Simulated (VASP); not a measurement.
## Cl: single point with PBE

The system is Cl.

```
CELL_PARAMETERS angstrom
0.00000 3.86531 4.60456
2.22049 0.00000 4.60456
2.22049 3.86531 0.00000
ATOMIC_POSITIONS crystal
Cl 0.10930 0.10930 0.89070
Cl 0.89070 0.89070 0.10930
```

* Program: VASP 6.6.1
* Task: single point
* Functional: PBE
* Potentials or basis: VASP PAW PBE potentials, release 64 (Cl)
* Cutoff: 520 eV
* k mesh: 8 × 8 × 8
* Occupations: gaussian, width 0.02 eV
* Spin: no spin polarisation
* Dipole correction: no
* Further INCAR settings: ALGO = Normal; EDIFF = 1e-07; NBANDS = 14

| Item | Value |
| --- | --- |
| Pressure | -0.3 GPa |
| Largest force | 0.184 eV/Å |
| Band gap on the k mesh | 1.83 eV, direct |

Forces in eV/Å, atoms in the order of the input:
```
Cl   0.000  0.000 -0.184
Cl   0.000  0.000  0.184
```

Stress tensor (GPa, compression positive):
```
-0.03  0.00  0.00
 0.00 -0.02  0.00
 0.00  0.00 -0.74
```

Levels at points of the mesh, in eV from the valence-band top:
```tsv
k point	band 4	band 5	band 6	band 7	band 8	band 9	band 10	band 11
(0.00, 0.00, 0.00)	-2.92	-2.71	-0.78	-0.22	3.05	5.72	10.27	11.09
(0.50, 0.00, 0.00)	-3.39	-2.98	-0.70	-0.43	2.51	7.76	9.17	10.14
(0.50, 0.50, 0.00)	-3.10	-2.80	-0.45	0.00	1.83	6.09	8.22	10.01
(0.50, 0.00, 0.50)	-3.49	-2.81	-0.89	-0.41	3.03	8.03	8.09	10.40
(0.00, 0.50, 0.50)	-3.22	-3.18	-1.05	-0.06	1.98	7.48	9.83	9.98
```

Wall time 85 s on 1 thread of AMD EPYC 9R45 96-Core Processor (Zen 5), on a shared host, peak memory 0.24 GiB.

A k mesh can miss the band edges. Expect the measured gap to be larger: semilocal functionals such as PBE lack the derivative discontinuity.
